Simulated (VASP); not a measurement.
## Al: relaxation of cell and atoms with PBE

Crystal: Al.

```xyz
1
Lattice="0.0000 1.8705 1.8705 1.8705 0.0000 1.8705 1.8705 1.8705 0.0000" Properties=species:S:1:pos:R:3 pbc="T T T"
Al    0.0000    0.0000    0.0000
```

| Quantity | Value |
| --- | --- |
| Program | VASP 6.6.1 |
| Task | relaxation of cell and atoms |
| Functional | PBE |
| Potentials or basis | VASP PAW PBE potentials, release 64 (Al) |
| Cutoff | 600 eV |
| k mesh | 17 × 17 × 17 |
| Occupations | fermi-dirac, width 0.05 eV |
| Spin | no spin polarisation |
| Dipole correction | no |
| Further INCAR settings | ALGO = Normal; EDIFF = 1e-06; IBRION = 2; EDIFFG = -0.005; NSW = 100; ISIF = 3 |

```json
{
 "Relaxed volume": "16.48 Å³/atom",
 "Relaxed cell": "a = 2.856 Å, b = 2.856 Å, c = 2.856 Å, α = 60.00°, β = 60.00°, γ = 60.00°",
 "Space group after relaxing (to 0.05 Å)": "Fm-3m (No. 225)",
 "Energy gained by relaxing": "260.2 meV/atom",
 "Ionic steps": "5",
 "Pressure after relaxing": "0.0 GPa"
}
```

Step by step:
```csv
step,energy change (eV),largest force (eV/Å),pressure (GPa),volume (Å³)
1,0.0000,0.0000,30.24,13.09
2,-0.2181,0.0000,-6.51,18.35
3,-0.2602,0.0000,0.17,16.44
4,-0.2602,0.0000,-0.17,16.51
5,-0.2602,0.0000,0.00,16.48
```

Final structure:
```
CELL_PARAMETERS angstrom
0.00000 2.01960 2.01960
2.01960 0.00000 2.01960
2.01960 2.01960 0.00000
ATOMIC_POSITIONS crystal
Al 0.00000 0.00000 0.00000
```

Levels at points of the mesh, in eV from the Fermi level:
```csv
k point,band 1,band 2,band 3,band 4,band 5
"(0.00, 0.00, 0.00)",-11.15,12.62,12.62,12.62,14.13
```

Run time: 9.2 s on 1 thread of Intel(R) Xeon(R) 6975P-C (Granite Rapids) (shared host), peak memory 0.14 GiB.

Caveat: the volume moved by over 15 % at a fixed basis, so the end points are rough.
